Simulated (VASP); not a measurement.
# ReB3 in VASP: notebook

Runs on ReB3. Level: PBE. Tasks: single point.

Program: VASP 6.6.1. These are calculated values, not measurements. Logs are shortened: lines on timing, memory, paths and dates and some standing lists are left out, and cuts for length are marked.

## 1. The cell of the first run

The typed cell holds 8 atoms: a = 2.912 Å, b = 2.916 Å, c = 7.973 Å, α = 90.00°, β = 90.10°, γ = 89.98°.

## 2. Single point, PBE

Contents of INCAR:

```
SYSTEM = ReB3
ALGO = Normal
EDIFF = 1E-6
ENCUT = 520
GGA = PE
ISIF = 2
ISMEAR = 0
LASPH = .True.
LCHARG = .False.
LREAL = .False.
LWAVE = .False.
NBANDS = 26
NELM = 60
PREC = Accurate
SIGMA = 0.1
```

Contents of KPOINTS:

```
k-points
0
Gamma
  6 6 2
  0 0 0
```

Contents of POSCAR:

```
ReB3
1.0
    2.9112013441     -0.0741960853     -0.0035503278
    0.0752139919      2.9151469706     -0.0018178313
   -0.0036795471      0.0051536750      7.9728411288
Re B
2 6
Direct
    0.6021295847      0.4999554090      0.2502819167
    0.6015508138      0.4998977755      0.7502910193
    0.1068740956      0.0001126156      0.3870762658
    0.1068683723     -0.0000663001      0.8870225211
    0.1072992718     -0.0000324643      0.1130251083
    0.1078234072      0.0000281961      0.6130735434
    0.1833976605      0.4999809684     -0.0004132174
    0.1840567942      0.5001237999      0.4996428426
```

Potentials or basis: VASP PAW PBE potentials, release 64 (Re, B).

Run with:

```
$ cat potpaw_PBE.64/Re/POTCAR potpaw_PBE.64/B/POTCAR > POTCAR
$ mpirun -np 1 vasp_std > vasp.out
```

OUTCAR:

```text
SYSTEM = ReB3
   EDIFF = 1E-6
   ENCUT = 520
   GGA = PE
   ISIF = 2
   ISMEAR = 0
   LASPH = .True.
   LREAL = .False.
   NELM = 60
   PREC = Accurate

 ion  position               nearest neighbor table
   1  0.602  0.500  0.250-   5 2.32   5 2.32   3 2.32   3 2.32   8 2.33   3 2.34   3 2.34   7 2.34
                             5 2.34   5 2.34   8 2.61   7 2.62
   2  0.602  0.500  0.750-   6 2.32   6 2.32   4 2.32   4 2.32   7 2.33   8 2.34   4 2.34   4 2.34
                             6 2.35   6 2.35   7 2.61   8 2.62
   3  0.107  0.000  0.387-   8 1.73   8 1.73   6 1.80   1 2.32   1 2.32   1 2.34   1 2.34
   4  0.107  1.000  0.887-   7 1.73   7 1.73   5 1.80   2 2.32   2 2.32   2 2.34   2 2.34
   5  0.107  1.000  0.113-   7 1.73   7 1.73   4 1.80   1 2.32   1 2.32   1 2.34   1 2.34
   6  0.108  0.000  0.613-   8 1.73   8 1.73   3 1.80   2 2.32   2 2.32   2 2.35   2 2.35
   7  0.183  0.500  1.000-   4 1.73   4 1.73   5 1.73   5 1.73   2 2.33   1 2.34   2 2.61   1 2.62

   8  0.184  0.500  0.500-   3 1.73   3 1.73   6 1.73   6 1.73   1 2.33   2 2.34   1 2.61   2 2.62

  LATTYP: Found a triclinic cell.
 ALAT       =     4.1205581138
 B/A-ratio  =     0.7076996846
 C/A-ratio  =     1.9348941147
 COS(alpha) =     0.0000109114
 COS(beta)  =     0.0012070342
 COS(gamma) =     0.7074768960

  Lattice vectors:

 A1 = (   2.8359873522,  -2.9893430559,  -0.0017324965)
 A2 = (  -0.0752139919,  -2.9151469706,   0.0018178313)
 A3 = (   0.0036795471,  -0.0051536750,  -7.9728411288)

Analysis of symmetry for initial positions (statically):
=====================================================================
 Subroutine PRICEL returns:
 Original cell was already a primitive cell.

 Routine SETGRP: Setting up the symmetry group for a
 triclinic supercell.

 Subroutine GETGRP returns: Found  1 space group operations
 (whereof  1 operations were pure point group operations)
 out of a pool of  2 trial point group operations.

The static configuration has the point symmetry C_1 .

Analysis of symmetry for dynamics (positions and initial velocities):
=====================================================================
 Subroutine PRICEL returns:
 Original cell was already a primitive cell.

 Routine SETGRP: Setting up the symmetry group for a
 triclinic supercell.

 Subroutine GETGRP returns: Found  1 space group operations
 (whereof  1 operations were pure point group operations)
 out of a pool of  2 trial point group operations.

The dynamic configuration has the point symmetry C_1 .

 Subroutine INISYM returns: Found  1 space group operations
 (whereof  1 operations are pure point group operations),
 and found     1 'primitive' translations

----------------------------------------------------------------------------------------

                                     Primitive cell

  volume of cell :      67.7066

  direct lattice vectors                    reciprocal lattice vectors
     2.911201344 -0.074196085 -0.003550328     0.343275276 -0.008856777  0.000164150
     0.075213992  2.915146971 -0.001817831     0.008736741  0.342810325 -0.000217562
    -0.003679547  0.005153675  7.972841129     0.000154853  0.000074218  0.125425826

  length of vectors
     2.912148851  2.916117678  7.972843644     0.343389552  0.342921706  0.125425944

  position of ions in fractional coordinates (direct lattice)
     0.602129585  0.499955409  0.250281917
     0.601550814  0.499897776  0.750291019
     0.106874096  0.000112616  0.387076266
     0.106868372  0.999933700  0.887022521
     0.107299272  0.999967536  0.113025108
     0.107823407  0.000028196  0.613073543
     0.183397660  0.499980968  0.999586783
     0.184056794  0.500123800  0.499642843

  ion indices of the primitive-cell ions
   primitive index   ion index
                 1           1
                 2           2
                 3           3
                 4           4
                 5           5
                 6           6
                 7           7
                 8           8

----------------------------------------------------------------------------------------

 KPOINTS: k-points

Automatic generation of k-mesh.
 Grid dimensions read from file:
 generate k-points for:    6    6    2

 Generating k-lattice:

  Cartesian coordinates                     Fractional coordinates (reciprocal lattice)
     0.057212546 -0.001476129  0.000027358     0.166666667  0.000000000  0.000000000
     0.001456123  0.057135054 -0.000036260    -0.000000000  0.166666667  0.000000000
     0.000077427  0.000037109  0.062712913     0.000000000  0.000000000  0.500000000

  Length of vectors
     0.057231592  0.057153618  0.062712972

  Shift w.r.t. Gamma in fractional coordinates (k-lattice)
     0.000000000  0.000000000  0.000000000

 Subroutine IBZKPT returns following result:
 ===========================================

 Found     40 irreducible k-points:

 Following reciprocal coordinates:
            Coordinates               Weight
  0.000000  0.000000  0.000000      1.000000
  0.166667  0.000000  0.000000      2.000000
  0.333333 -0.000000  0.000000      2.000000
  0.500000  0.000000  0.000000      1.000000
 -0.000000  0.166667 -0.000000      2.000000
  0.166667  0.166667 -0.000000      2.000000
[... 16 lines left out ...]
  0.333333  0.000000  0.500000      2.000000
  0.500000  0.000000  0.500000      1.000000
 [... further k-points ...]
   k-points           NKPTS =     40   k-points in BZ     NKDIM =     40   number of bands    NBANDS=     26
   number of dos      NEDOS =    301   number of ions     NIONS =      8
   total plane-waves  NPLWV =  34560
   dimension x,y,z NGX =    24 NGY =   24 NGZ =   60
   dimension x,y,z NGXF=    48 NGYF=   48 NGZF=  120
   ions per type =               2   6
   NGX,Y,Z   is equivalent  to a cutoff of  13.70, 13.68, 12.51 a.u.
   NGXF,Y,Z  is equivalent  to a cutoff of  27.40, 27.36, 25.02 a.u.
 SYSTEM =  ReB3
   PREC   = accura    normal or accurate (medium, high low for compatibility)
   ISTART =      0    job   : 0-new  1-cont  2-samecut
   ICHARG =      2    charge: 1-file 2-atom 10-const
   ISPIN  =      1    spin polarized calculation?
   LNONCOLLINEAR =      F non collinear calculations
   LSORBIT =      F    spin-orbit coupling
   LASPH  =      T    aspherical Exc in radial PAW
   ENCUT  =  520.0 eV  38.22 Ry    6.18 a.u.   5.41  5.42 14.82*2*pi/ulx,y,z
   NELM   =     60;   NELMIN=  2; NELMDL= -5     # of ELM steps
   EDIFF  = 0.1E-05   stopping-criterion for ELM
   LREAL  =      F    real-space projection
   EDIFFG = 0.1E-04   stopping-criterion for IOM
   NSW    =      0    number of steps for IOM
   IBRION =     -1    ionic relax: 0-MD 1-quasi-New 2-CG
   NFREE  =      0    steps in history (QN), initial steepest desc. (CG)
   ISIF   =      2    stress and relaxation
   ISYM   =      2    0-nonsym 1-usesym 2-fastsym
   POTIM  = 0.5000    time-step for ionic-motion
   TEBEG  =    0.0;   TEEND  =   0.0 temperature during run
   PSTRESS=    0.0 pullay stress
   NELECT =      32.0000    total number of electrons
   NUPDOWN=      -1.0000    fix difference up-down
   EMIN   =  10.00;   EMAX   =-10.00  energy-range for DOS
   EFERMI =   0.00;   METHOD = LEGACY
   ISMEAR =     0;   SIGMA  =   0.10  broadening in eV -4-tet -1-fermi 0-gaus
   EFERMI_NEDOS =   21; number of points for ismear=-14 and -15
   IALGO  =     38    algorithm
   IMIX   =      4    mixing-type and parameters
     AMIX     =   0.40;   BMIX     =  1.00
     AMIX_MAG =   1.60;   BMIX_MAG =  1.00
  volume/ion in A,a.u.               =       8.46        57.11
  Fermi-wavevector in a.u.,A,eV,Ry     =   1.275208  2.409794 22.125194  1.626156
  Thomas-Fermi vector in A             =   2.407933
   LORBIT       =      0    0 simple, 1 ext, 2 COOP (PROOUT), +10 PAW based schemes
   GGA     = PE    functional components
   LHFCALC =     F    Hartree Fock is set to
   AEXX    =    0.0000 exact exchange contribution
   IVDW    =     0    specifies the selected vdW correction
   LEPSILON=     F    determine dielectric tensor
   LRPA    =     F    only Hartree local field effects (RPA)
 non-spin polarized calculation
 Gauss-broadening in eV      SIGMA  =   0.10
  energy-cutoff  :      520.00
  volume of cell :       67.71
 maximum number of plane-waves:      1855
 NGX is ok and might be reduce to    24

 number of electron      31.9999999 magnetization

 Free energy of the ion-electron system (eV)
  ---------------------------------------------------
  ext. energy  EPLUGINS =         0.00000000
  ---------------------------------------------------
  free energy    TOTEN  =       -64.36457754 eV

  energy without entropy =      -64.35714397  energy(sigma->0) =      -64.36086076

 E-fermi :   8.7647     XC(G=0): -12.9607

 val. band max:        8.7142028903   @ k =   0.3333   0.3333   0.5000
 cond. band min:       8.7655588039   @ k =   0.1667   0.5000  -0.0000
 fundamental gap:      0.0513559136
 Fermi energy:         8.7647475681

 k-point     1 :       0.0000    0.0000    0.0000
  band No.  band energies     occupation
      1      -6.9489      2.00000
      2      -5.2887      2.00000
      3      -4.2529      2.00000
      4      -0.6552      2.00000
      5       1.9103      2.00000
      6       3.1656      2.00000
[... 18 lines left out ...]
     25      14.7877      0.00000
     26      15.1712      0.00000

 k-point     2 :       0.1667    0.0000    0.0000
  band No.  band energies     occupation
      1      -6.4907      2.00000
      2      -5.1259      2.00000
      3      -3.6311      2.00000
      4      -0.1410      2.00000
      5       1.3340      2.00000
      6       2.9421      2.00000
[... 18 lines left out ...]
     25      14.2746      0.00000
     26      15.1039      0.00000

 k-point     3 :       0.3333   -0.0000    0.0000
  band No.  band energies     occupation
      1      -5.2954      2.00000
      2      -4.7602      2.00000
      3      -2.0177      2.00000
      4       0.3668      2.00000
      5       0.4256      2.00000
      6       1.5449      2.00000
[... 18 lines left out ...]
     25      14.3840      0.00000
     26      15.1879      0.00000

 k-point     4 :       0.5000    0.0000    0.0000
  band No.  band energies     occupation
      1      -4.5508      2.00000
      2      -4.3031      2.00000
      3      -1.0076      2.00000
      4      -0.5279      2.00000
      5       0.0420      2.00000
      6       1.4557      2.00000
[... 18 lines left out ...]
     25      13.9734      0.00000
     26      16.1665      0.00000

 k-point     5 :      -0.0000    0.1667   -0.0000
  band No.  band energies     occupation
      1      -6.5177      2.00000
      2      -5.0165      2.00000
      3      -3.6991      2.00000
      4      -0.1227      2.00000
      5       1.5921      2.00000
      6       1.9439      2.00000
[... 18 lines left out ...]
     25      14.9873      0.00000
     26      15.0969      0.00000

 k-point     6 :       0.1667    0.1667   -0.0000
  band No.  band energies     occupation
      1      -6.0813      2.00000
      2      -4.8444      2.00000
      3      -3.1240      2.00000
      4       0.3251      2.00000
      5       1.4669      2.00000
      6       1.7282      2.00000
[... 427 lines left out ...]
 k-point    21 :      -0.0000   -0.0000    0.5000
  band No.  band energies     occupation
      1      -6.4133      2.00000
      2      -6.4117      2.00000
      3      -2.4283      2.00000
      4      -2.4269      2.00000
      5       2.9713      2.00000
      6       2.9729      2.00000
[... 18 lines left out ...]
     25      14.2495      0.00000
     26      14.2697      0.00000

 k-point    22 :       0.1667    0.0000    0.5000
  band No.  band energies     occupation
      1      -6.0114      2.00000
      2      -6.0069      2.00000
      3      -2.0658      2.00000
      4      -2.0587      2.00000
      5       2.8868      2.00000
      6       2.8927      2.00000
[... 18 lines left out ...]
     25      14.2135      0.00000
     26      14.4183      0.00000

 k-point    23 :       0.3333    0.0000    0.5000
  band No.  band energies     occupation
      1      -5.0567      2.00000
      2      -5.0505      2.00000
      3      -1.2545      2.00000
      4      -1.2445      2.00000
      5       1.3203      2.00000
      6       1.3282      2.00000
[... 18 lines left out ...]
     25      14.6006      0.00000
     26      14.6590      0.00000

 k-point    24 :       0.5000    0.0000    0.5000
  band No.  band energies     occupation
      1      -4.4285      2.00000
      2      -4.4279      2.00000
      3      -0.4121      2.00000
      4      -0.4075      2.00000
      5      -0.2026      2.00000
      6      -0.1999      2.00000
[... 18 lines left out ...]
     25      14.9191      0.00000
     26      14.9263      0.00000

 [... further k-points ...]
[... 5 lines left out ...]
  --------------------------------------------------------------------------------------
  -------------------------------------------------------------------------------------
  Total        0.5179749      0.4453500      0.4452346     -0.0325577     -0.0005173      0.0018457
  in kB       12.2571109     10.5385497     10.5358191     -0.7704302     -0.0122411      0.0436752
  external PRESSURE =      11.1104932 kB  Pullay stress =       0.0000000 kB

 VOLUME and BASIS-vectors are now :
 -----------------------------------------------------------------------------
  energy-cutoff  :      520.00
  volume of cell :       67.71
      direct lattice vectors                 reciprocal lattice vectors
     2.911201344 -0.074196085 -0.003550328     0.343275276 -0.008856777  0.000164150
     0.075213992  2.915146971 -0.001817831     0.008736741  0.342810325 -0.000217562
    -0.003679547  0.005153675  7.972841129     0.000154853  0.000074218  0.125425826

 POSITION                                       TOTAL-FORCE (eV/Angst)
 -----------------------------------------------------------------------------------
      1.78960      1.41406      1.99241         0.006212      0.002140      0.000472
      1.78607      1.41651      5.97891         0.020057      0.002123      0.002921
      0.30972     -0.00561      3.08572         0.006404     -0.001421      0.052278
      0.38306      2.91160      7.06989         0.005453      0.002507      0.053008
      0.38717      2.90767      0.89893         0.002048      0.001630     -0.061266
      0.31164     -0.00476      4.88756        -0.008330      0.002559     -0.062155
      0.56784      1.44906      7.96799        -0.014496     -0.003487      0.013881
      0.57160      1.44685      3.98201        -0.017350     -0.006051      0.000861
 -----------------------------------------------------------------------------------
    total drift:                               -0.000667      0.000032     -0.000024

  FREE ENERGIE OF THE ION-ELECTRON SYSTEM (eV)
  ---------------------------------------------------
  free  energy   TOTEN  =       -64.3645775398 eV

  energy  without entropy=      -64.3571439718  energy(sigma->0) =      -64.36086076
```

Run time: 78 s. Hardware: 1 thread of Intel Xeon Platinum 8375C at 2.90GHz (Ice Lake), shared host; peak memory 0.21 GiB.

Results:

```
Free energy            : -64.3646 eV
Pressure               : 1.1 GPa
Largest force          : 0.063 eV/Å
Band gap on the k mesh : zero (bands 16 and 17 overlap by 1.92 eV)
```

Forces in eV/Å, atoms in the order of the input:
```
Re   0.006  0.002  0.000
Re   0.020  0.002  0.003
B    0.006 -0.001  0.052
B    0.005  0.003  0.053
B    0.002  0.002 -0.061
B   -0.008  0.003 -0.062
B   -0.014 -0.003  0.014
B   -0.017 -0.006  0.001
```

Caveat: the k points lie up to 0.39 Å⁻¹ apart, too coarse for converged energies and pressures of a metal; spin-orbit coupling is left out, which moves the levels of the heavy elements.

## 3. Single point, PBE

This run uses another cell than the first one: it holds 4 atoms, not 8.

Contents of INCAR:

```
ALGO = Normal ; EDIFF = 1E-6
ENCUT = 520 ; GGA = PE
ISIF = 2 ; ISMEAR = 0
LASPH = True ; LCHARG = False
LREAL = False ; LWAVE = False
NBANDS = 16 ; NELM = 60
PREC = Accurate ; SIGMA = 0.1
```

Contents of KPOINTS:

```
k-points
0
Gamma
  16 12 16
```

Contents of POSCAR:

```
ReB3
1.0
    2.9249903482      0.0000000000      0.0000000000
    0.0000000000      3.9629729480      0.0000000000
    0.0000000000      0.0000000000      2.9163534951
Re B
1 3
Direct
    0.0000000000      0.5000000000      0.6029794927
    0.5000000000      0.7720657999      0.1084962160
    0.5000000000      0.2279342001      0.1084962160
    0.0000000000      0.0000000000      0.1793379696
```

Potentials or basis: VASP PAW PBE potentials, release 64 (Re, B).

Run with:

```
$ cat potpaw_PBE.64/Re/POTCAR potpaw_PBE.64/B/POTCAR > POTCAR
$ mpirun -np 1 vasp_std > vasp.out
```

Run time: 2.9 min. Hardware: 1 thread of Intel Xeon Platinum 8375C at 2.90GHz (Ice Lake), shared host; peak memory 0.4 GiB.

The run converged. Its results:

- Free energy: -32.1708 eV
- Pressure: 1.0 GPa
- Largest force: 0.063 eV/Å
- Band gap on the k mesh: zero (bands 8 and 9 overlap by 2.70 eV)

Forces on the atoms (eV/Å):
```
Re   0.000  0.000  0.017
B    0.000  0.063  0.000
B    0.000 -0.063  0.000
B    0.000  0.000 -0.017
```

Stress tensor (GPa, compression positive):
```
1.09 0.00 0.00
0.00 0.83 0.00
0.00 0.00 1.19
```

Levels at points of the mesh, in eV from the Fermi level:
```tsv
k point	band 6	band 7	band 8	band 9	band 10	band 11
(0.00, 0.00, 0.00)	-2.26	-2.14	-2.07	-0.76	0.16	6.33
(0.50, 0.00, 0.00)	-4.87	-4.32	-0.64	1.39	3.00	5.18
(0.00, 0.50, 0.00)	-3.65	0.16	1.14	1.39	1.82	2.06
(0.50, 0.50, 0.00)	-2.93	-2.55	-2.07	1.53	2.26	5.02
(0.00, 0.00, 0.50)	-4.96	-0.33	-0.21	0.44	1.99	3.66
(0.50, 0.00, 0.50)	-4.96	-4.92	-0.25	2.34	3.79	4.82
(0.00, 0.50, 0.50)	-3.89	-2.74	-1.99	-0.51	1.06	2.33
(0.50, 0.50, 0.50)	-2.65	-2.21	-0.74	1.69	2.36	3.88
```

Caveat: spin-orbit coupling is left out, which moves the levels of the heavy elements.

The gap in the log of VASP goes by the Fermi energy; the results here count the filled bands.